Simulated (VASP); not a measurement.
## WS2: single point with PBE+D3(BJ)

System: WS2, a slab with vacuum.

```
S W
1.0
     3.15955    0.00000    0.00000
    -1.57977    2.73625    0.00000
     0.00000    0.00000   23.80426
S W
4 2
Direct
  0.33333 0.66667 0.18904
  0.33333 0.66667 0.32146
  0.50000 0.66667 0.44497
  0.50000 0.66667 0.57739
  0.66667 0.33333 0.25525
  0.83333 0.33333 0.51118
```

This cell differs from its parent crystal: layers slid over each other.

```
Program                : VASP 6.6.1
Task                   : single point
Functional             : PBE
Dispersion             : D3(BJ)
Potentials or basis    : VASP PAW PBE potentials, release 64 (S, W_sv)
Cutoff                 : 520 eV
k mesh                 : 9 × 9 × 1
Occupations            : gaussian, width 0.05 eV
Spin                   : no spin polarisation
Dipole correction      : yes
Further INCAR settings : ALGO = Normal; EDIFF = 1e-06; NBANDS = 35
```

The largest force is 0.533 eV/Å. The band gap on the k mesh is 1.28 eV (least direct gap 1.88 eV). The dispersion energy per atom is -0.369 eV.

Forces in eV/Å, atoms in the order of the input:
```
S    0.001 -0.002 -0.006
S   -0.170  0.001 -0.505
S    0.170  0.001  0.505
S   -0.001 -0.002  0.006
W   -0.028  0.001 -0.014
W    0.028  0.001  0.014
```

Levels at points of the mesh, in eV from the valence-band top:
| k point | band 24 | band 25 | band 26 | band 27 | band 28 | band 29 |
| --- | --- | --- | --- | --- | --- | --- |
| (0.00, 0.00, 0.00) | -2.11 | -0.94 | 0.00 | 2.27 | 2.31 | 2.40 |

Run time: 93 s on 1 thread of Intel(R) Xeon(R) 6975P-C (Granite Rapids), on a shared host, peak memory 0.39 GiB.

Caveat: the cell differs from its parent crystal (layers slid over each other); spin-orbit coupling is left out, which moves the levels of the heavy elements.
